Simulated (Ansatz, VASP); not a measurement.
# Nb: VASP beside Ansatz

```xyz
1
Lattice="-1.6566 1.6566 1.6566 1.6566 -1.6566 1.6566 1.6566 1.6566 -1.6566" Properties=species:S:1:pos:R:3 pbc="T T T"
Nb    0.0000    0.0000    0.0000
```

Alike in both runs: functional PBE; k mesh 20 × 20 × 20; occupations fermi-dirac, width 0.15 eV; no spin polarisation.

Ansatz relaxed the structure, and its values are those at the end. VASP's run is a single point on that final structure, the one shown.

|  | VASP | Ansatz |
| --- | --- | --- |
| version | VASP 6.6.1 | Ansatz 0.2.0 |
| potentials or method | VASP PAW PBE potentials, release 64 (Nb_sv), cutoff 520 eV | scalar-relativistic, plane waves, PAW |
| valence electrons in the cell | 13 | 13 |

```tsv
	VASP	Ansatz	Ansatz less VASP
gap on the k mesh at the Fermi level (eV)	none	none	-
pressure (GPa)	-0.3	0.0	+0.32
```

A gap of «none» marks a metal or a gap that the smearing closes.
